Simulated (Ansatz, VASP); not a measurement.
**One calculation of BaTiO3, two programs**

INCAR

```
SYSTEM = BaTiO3
  ALGO = Normal
  EDIFF = 1E-7
  ENCUT = 520
  GGA = PE
  ISIF = 2
  ISMEAR = -1
  LASPH = .True.
  LCHARG = .False.
  LREAL = .False.
  LWAVE = .False.
  NBANDS = 28
  NELM = 80
  PREC = Accurate
  SIGMA = 0.08
```

KPOINTS

```
k-points
0
Gamma
  7 7 7
  0 0 0
```

Contents of POSCAR:

```
BaTiO3
1.0
    3.9998000000      0.0199990000      0.0199990000
    0.0199990000      3.9998000000      0.0199990000
    0.0200900000      0.0200900000      4.0180000000
Ba Ti O
1 1 3
Direct
    0.0000000000      0.0000000000      0.0000000000
    0.5000000000      0.5000000000      0.4820000000
    0.5000000000      0.5000000000      0.0160000000
    0.5000000000      0.0000000000      0.5150000000
    0.0000000000      0.5000000000      0.5150000000
```

Input for Ansatz:

```yaml
crystal:
  lattice:
    - [3.9998, 0.019999, 0.019999]
    - [0.019999, 3.9998, 0.019999]
    - [0.02009, 0.02009, 4.018]
  atoms:
    - { symbol: Ba, position: [0.0, 0.0, 0.0] }
    - { symbol: Ti, position: [0.5, 0.5, 0.482] }
    - { symbol: O, position: [0.5, 0.5, 0.016] }
    - { symbol: O, position: [0.5, 0.0, 0.515] }
    - { symbol: O, position: [0.0, 0.5, 0.515] }
kpoints:
  mp_grid: { grid: [7, 7, 7] }
  band_path:
    path:
      - [0.0, 0.0, 0.0]
      - [0.4950862661, -0.4950862661, 0.0]
      - [-0.4950862661, -0.5049137339, 0.0]
      - [-0.5, -0.5, 0.0]
      - [0.0, 0.0, 0.0]
      - [-0.5, -0.5, -0.5]
      - [-0.4901947894, -0.5098052106, -0.5]
      - [0.4901947894, -0.4901947894, -0.5]
      - [0.0, 0.0, -0.5]
    npoints: 5
scf:
  occupations: { method: fermi_dirac, width: 0.08 }
hamiltonian:
  xc: pbe
  pseudopotentials: { kind: all_electron, lapw: { basis_error: 0.001 } }
output:
  forces: true
  stress: true
  eigenvalues: true
```

Change from the starting cell: equal xy, yz and zx shear strains of +1 %.

Alike in both runs: task single point; functional PBE; k mesh 7 × 7 × 7; occupations fermi-dirac, width 0.08 eV; no spin polarisation.

```csv
,VASP,Ansatz
version,VASP 6.6.1,Ansatz 0.2.0
potentials or method,"VASP PAW PBE potentials, release 64 (Ba_sv, Ti_sv, O), cutoff 520 eV","all-electron LAPW, scalar-relativistic"
```

|  | VASP | Ansatz | Ansatz less VASP |
| --- | --- | --- | --- |
| pressure (GPa) | 4.5 | 2.7 | -1.79 |
| traceless stress, the component that is largest in VASP (GPa) | -1.25 | -1.22 | +0.037 |
| rms of the force components (eV/Å) | 0.102 | 0.109 | +0.0074 |

Atom by atom the forces differ by 0.019 eV/Å (rms over components). Ansatz ran all-electron here, and VASP with PAW potentials.

Neither program's run includes spin-orbit coupling.
